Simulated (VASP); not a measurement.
# ScAl (Cmmm) in VASP: single point with PBEsol

Aim: the single point of ScAl with PBEsol.

Everything below comes from runs of VASP 6.6.1. Logs are shortened: lines on timing, memory, paths and dates and some standing lists are left out, and cuts for length are marked.

**1. The cell of the first run**

Symmetry: Cmmm, No. 65, orthorhombic system. The conventional cell has a = 6.543 Å, b = 7.596 Å, c = 3.142 Å, α = 90.00°, β = 90.00°, γ = 90.00°. Within 3.9 Å of Sc (site symmetry m2m) lie 8 Al at 2.96 to 2.99 Å and 5 Sc at 3.14 to 3.43 Å. Within 3.9 Å of Al (site symmetry 2mm) lie 6 Al at 2.79 to 3.83 Å and 8 Sc at 2.96 to 2.99 Å.

**2. Single point, PBEsol**

The input, INCAR:

```
ALGO = Fast ; EDIFF = 1E-6
ENCUT = 520 ; GGA = PS
ISIF = 2 ; ISMEAR = 0
LASPH = True ; LCHARG = True
LELF = True ; LREAL = False
LVHAR = True ; LWAVE = False
NBANDS = 22 ; NELM = 100
PREC = Accurate ; SIGMA = 0.1
```

The input, KPOINTS:

```
k-points
0
Gamma
  10 10 14
```

The input, POSCAR:

```
ScAl
1.0
    3.2714626502     -3.7982173045      0.0000000000
    3.2714626502      3.7982173045      0.0000000000
    0.0000000000      0.0000000000      3.1418539687
Sc Al
2 2
Direct
    0.2256635657      0.7743364343      0.5000000000
    0.7743364343      0.2256635657      0.5000000000
    0.7135230126      0.7135230126      0.0000000000
    0.2864769874      0.2864769874      0.0000000000
```

Potentials or basis: VASP PAW PBE potentials, release 64 (Sc_sv, Al).

The run is started by

```bash
$ cat potpaw_PBE.64/Sc_sv/POTCAR potpaw_PBE.64/Al/POTCAR > POTCAR
$ mpirun -np 1 vasp_std > vasp.out
```

OUTCAR:

```text
EDIFF = 1E-6
   ENCUT = 520
   GGA = PS
   ISIF = 2
   ISMEAR = 0
   LASPH = True
   LREAL = False
   NELM = 100
   PREC = Accurate

 ion  position               nearest neighbor table
   1  0.226  0.774  0.500-   3 2.96   4 2.96   3 2.96   4 2.96   4 2.99   4 2.99   3 2.99   3 2.99
                             2 3.29   2 3.29   2 3.43
   2  0.774  0.226  0.500-   3 2.96   4 2.96   3 2.96   4 2.96   4 2.99   4 2.99   3 2.99   3 2.99
                             1 3.29   1 3.29   1 3.43
   3  0.714  0.714  0.000-   4 2.79   2 2.96   1 2.96   1 2.96   2 2.96   1 2.99   2 2.99   2 2.99
                             1 2.99
   4  0.286  0.286  0.000-   3 2.79   2 2.96   1 2.96   1 2.96   2 2.96   1 2.99   1 2.99   2 2.99
                             2 2.99

  LATTYP: Found a base centered orthorhombic cell.
 ALAT       =     6.5429253004
 B/A-ratio  =     1.1610150292
 C/A-ratio  =     0.4801910192

  Lattice vectors:

 A1 = (   3.2714626502,  -3.7982173045,   0.0000000000)
 A2 = (   3.2714626502,   3.7982173045,   0.0000000000)
 A3 = (   0.0000000000,   0.0000000000,   3.1418539687)

Analysis of symmetry for initial positions (statically):
=====================================================================
 Subroutine PRICEL returns:
 Original cell was already a primitive cell.

 Routine SETGRP: Setting up the symmetry group for a
 base centered orthorhombic supercell.

 Subroutine GETGRP returns: Found  8 space group operations
 (whereof  8 operations were pure point group operations)
 out of a pool of  8 trial point group operations.

The static configuration has the point symmetry D_2h.

Analysis of symmetry for dynamics (positions and initial velocities):
=====================================================================
 Subroutine PRICEL returns:
 Original cell was already a primitive cell.

 Routine SETGRP: Setting up the symmetry group for a
 base centered orthorhombic supercell.

 Subroutine GETGRP returns: Found  8 space group operations
 (whereof  8 operations were pure point group operations)
 out of a pool of  8 trial point group operations.

The dynamic configuration has the point symmetry D_2h.

 Subroutine INISYM returns: Found  8 space group operations
 (whereof  8 operations are pure point group operations),
 and found     1 'primitive' translations

----------------------------------------------------------------------------------------

                                     Primitive cell

  volume of cell :      78.0796

  direct lattice vectors                    reciprocal lattice vectors
     3.271462650 -3.798217305  0.000000000     0.152836836 -0.131640704  0.000000000
     3.271462650  3.798217305  0.000000000     0.152836836  0.131640704  0.000000000
     0.000000000  0.000000000  3.141853969     0.000000000  0.000000000  0.318283412

  length of vectors
     5.012875678  5.012875678  3.141853969     0.201713592  0.201713592  0.318283412

  position of ions in fractional coordinates (direct lattice)
     0.225663566  0.774336434  0.500000000
     0.774336434  0.225663566  0.500000000
     0.713523013  0.713523013  0.000000000
     0.286476987  0.286476987  0.000000000

  ion indices of the primitive-cell ions
   primitive index   ion index
                 1           1
                 2           2
                 3           3
                 4           4

----------------------------------------------------------------------------------------

 KPOINTS: k-points

Automatic generation of k-mesh.
 Grid dimensions read from file:
 generate k-points for:   10   10   14

 Generating k-lattice:

  Cartesian coordinates                     Fractional coordinates (reciprocal lattice)
     0.015283684 -0.013164070  0.000000000     0.100000000  0.000000000  0.000000000
     0.015283684  0.013164070  0.000000000     0.000000000  0.100000000  0.000000000
     0.000000000  0.000000000  0.022734529     0.000000000  0.000000000  0.071428571

  Length of vectors
     0.020171359  0.020171359  0.022734529

  Shift w.r.t. Gamma in fractional coordinates (k-lattice)
     0.000000000  0.000000000  0.000000000

 Subroutine IBZKPT returns following result:
 ===========================================

 Found    248 irreducible k-points:

 Following reciprocal coordinates:
            Coordinates               Weight
  0.000000  0.000000  0.000000      1.000000
  0.100000  0.000000  0.000000      4.000000
  0.200000  0.000000  0.000000      4.000000
  0.300000  0.000000  0.000000      4.000000
  0.400000  0.000000  0.000000      4.000000
  0.500000  0.000000  0.000000      2.000000
[... 16 lines left out ...]
  0.300000  0.300000  0.000000      2.000000
  0.400000  0.300000  0.000000      4.000000
 [... further k-points ...]
   k-points           NKPTS =    248   k-points in BZ     NKDIM =    248   number of bands    NBANDS=     22
   number of dos      NEDOS =    301   number of ions     NIONS =      4
   total plane-waves  NPLWV =  38400
   dimension x,y,z NGX =    40 NGY =   40 NGZ =   24
   dimension x,y,z NGXF=    80 NGYF=   80 NGZF=   48
   ions per type =               2   2
   NGX,Y,Z   is equivalent  to a cutoff of  13.27, 13.27, 12.70 a.u.
   NGXF,Y,Z  is equivalent  to a cutoff of  26.53, 26.53, 25.40 a.u.
 SYSTEM =  unknown system
   PREC   = accura    normal or accurate (medium, high low for compatibility)
   ISTART =      0    job   : 0-new  1-cont  2-samecut
   ICHARG =      2    charge: 1-file 2-atom 10-const
   ISPIN  =      1    spin polarized calculation?
   LNONCOLLINEAR =      F non collinear calculations
   LSORBIT =      F    spin-orbit coupling
   LASPH  =      T    aspherical Exc in radial PAW
   ENCUT  =  520.0 eV  38.22 Ry    6.18 a.u.   9.32  9.32  5.84*2*pi/ulx,y,z
   NELM   =    100;   NELMIN=  2; NELMDL= -5     # of ELM steps
   EDIFF  = 0.1E-05   stopping-criterion for ELM
   LREAL  =      F    real-space projection
   EDIFFG = 0.1E-04   stopping-criterion for IOM
   NSW    =      0    number of steps for IOM
   IBRION =     -1    ionic relax: 0-MD 1-quasi-New 2-CG
   NFREE  =      0    steps in history (QN), initial steepest desc. (CG)
   ISIF   =      2    stress and relaxation
   ISYM   =      2    0-nonsym 1-usesym 2-fastsym
   POTIM  = 0.5000    time-step for ionic-motion
   TEBEG  =    0.0;   TEEND  =   0.0 temperature during run
   PSTRESS=    0.0 pullay stress
   NELECT =      28.0000    total number of electrons
   NUPDOWN=      -1.0000    fix difference up-down
   EMIN   =  10.00;   EMAX   =-10.00  energy-range for DOS
   EFERMI =   0.00;   METHOD = LEGACY
   ISMEAR =     0;   SIGMA  =   0.10  broadening in eV -4-tet -1-fermi 0-gaus
   EFERMI_NEDOS =   21; number of points for ismear=-14 and -15
   IALGO  =     68    algorithm
   IMIX   =      4    mixing-type and parameters
     AMIX     =   0.40;   BMIX     =  1.00
     AMIX_MAG =   1.60;   BMIX_MAG =  1.00
  volume/ion in A,a.u.               =      19.52       131.73
  Fermi-wavevector in a.u.,A,eV,Ry     =   1.163094  2.197929 18.405802  1.352788
  Thomas-Fermi vector in A             =   2.299648
   LORBIT       =      0    0 simple, 1 ext, 2 COOP (PROOUT), +10 PAW based schemes
   GGA     = PS    functional components
   LHFCALC =     F    Hartree Fock is set to
   AEXX    =    0.0000 exact exchange contribution
   IVDW    =     0    specifies the selected vdW correction
   LEPSILON=     F    determine dielectric tensor
   LRPA    =     F    only Hartree local field effects (RPA)
 non-spin polarized calculation
 RMM-DIIS sequential band-by-band and
 Gauss-broadening in eV      SIGMA  =   0.10
  energy-cutoff  :      520.00
  volume of cell :       78.08
 maximum number of plane-waves:      2126
 NGX is ok and might be reduce to    40
   NGX = 19   NGY = 19   NGZ = 11

 number of electron      27.9999999 magnetization

 Free energy of the ion-electron system (eV)
  ---------------------------------------------------
  ext. energy  EPLUGINS =         0.00000000
  ---------------------------------------------------
  free energy    TOTEN  =       -23.22049941 eV

  energy without entropy =      -23.20942313  energy(sigma->0) =      -23.21496127

 E-fermi :   5.6583     XC(G=0): -10.3216

 val. band max:        5.6573810695   @ k =   0.3000   0.3000   0.0000
 cond. band min:       5.6586179540   @ k =  -0.3000   0.3000   0.1429
 fundamental gap:      0.0012368845
 Fermi energy:         5.6583406742

 k-point     1 :       0.0000    0.0000    0.0000
  band No.  band energies     occupation
      1     -43.5319      2.00000
      2     -43.5062      2.00000
      3     -22.3566      2.00000
      4     -22.3396      2.00000
      5     -22.2776      2.00000
      6     -22.1561      2.00000
[... 14 lines left out ...]
     21      10.5294      0.00000
     22      11.3513      0.00000

 k-point     2 :       0.1000    0.0000    0.0000
  band No.  band energies     occupation
      1     -43.5313      2.00000
      2     -43.5068      2.00000
      3     -22.3521      2.00000
      4     -22.3399      2.00000
      5     -22.2776      2.00000
      6     -22.1611      2.00000
[... 14 lines left out ...]
     21       8.9403      0.00000
     22      10.2914      0.00000

 k-point     3 :       0.2000    0.0000    0.0000
  band No.  band energies     occupation
      1     -43.5296      2.00000
      2     -43.5085      2.00000
      3     -22.3416      2.00000
      4     -22.3381      2.00000
      5     -22.2775      2.00000
      6     -22.1756      2.00000
[... 14 lines left out ...]
     21       8.7805      0.00000
     22       9.8566      0.00000
[... 476 lines left out ...]
 k-point    23 :       0.3000    0.3000    0.0000
  band No.  band energies     occupation
      1     -43.5192      2.00000
      2     -43.5188      2.00000
      3     -22.3605      2.00000
      4     -22.2942      2.00000
      5     -22.2678      2.00000
      6     -22.2175      2.00000
[... 14 lines left out ...]
     21       8.7049      0.00000
     22       9.1116      0.00000

 k-point    24 :       0.4000    0.3000    0.0000
  band No.  band energies     occupation
      1     -43.5217      2.00000
      2     -43.5162      2.00000
      3     -22.3636      2.00000
      4     -22.3230      2.00000
      5     -22.2642      2.00000
      6     -22.1902      2.00000
[... 14 lines left out ...]
     21       8.8026      0.00000
     22       9.3040      0.00000

 [... further k-points ...]
[... 5 lines left out ...]
  --------------------------------------------------------------------------------------
  -------------------------------------------------------------------------------------
  Total       -1.0352209     -1.1002714     -1.0743085      0.0000000      0.0000000      0.0000000
  in kB      -21.2425105    -22.5773335    -22.0445796      0.0000000      0.0000000      0.0000000
  external PRESSURE =     -21.9548078 kB  Pullay stress =       0.0000000 kB

 VOLUME and BASIS-vectors are now :
 -----------------------------------------------------------------------------
  energy-cutoff  :      520.00
  volume of cell :       78.08
      direct lattice vectors                 reciprocal lattice vectors
     3.271462650 -3.798217305  0.000000000     0.152836836 -0.131640704  0.000000000
     3.271462650  3.798217305  0.000000000     0.152836836  0.131640704  0.000000000
     0.000000000  0.000000000  3.141853969     0.000000000  0.000000000  0.318283412

 POSITION                                       TOTAL-FORCE (eV/Angst)
 -----------------------------------------------------------------------------------
      3.27146      2.08398      1.57093         0.000000     -0.011858     -0.000000
      3.27146     -2.08398      1.57093         0.000000      0.011858      0.000000
      4.66853      0.00000      0.00000         0.013140      0.000000     -0.000000
      1.87440      0.00000      0.00000        -0.013140      0.000000      0.000000
 -----------------------------------------------------------------------------------
    total drift:                               -0.000000     -0.000000     -0.000000

  FREE ENERGIE OF THE ION-ELECTRON SYSTEM (eV)
  ---------------------------------------------------
  free  energy   TOTEN  =       -23.2204994121 eV

  energy  without entropy=      -23.2094231270  energy(sigma->0) =      -23.21496127
```

Wall time 5.8 min (1 thread of Intel Xeon Platinum 8488C (Sapphire Rapids), shared host); peak memory 0.47 GiB.

What came out:

```yaml
Free_energy: -23.2205 eV
Pressure: -2.2 GPa
Largest_force: 0.013 eV/Å
Band_gap_on_the_k_mesh: zero (bands 14 and 15 overlap by 1.00 eV)
```

Forces on the atoms (eV/Å):
```
Sc   0.000 -0.012  0.000
Sc   0.000  0.012  0.000
Al   0.013  0.000  0.000
Al  -0.013  0.000  0.000
```

Caveat: the PAW data sets were made with another functional, which shifts forces and pressure a little.
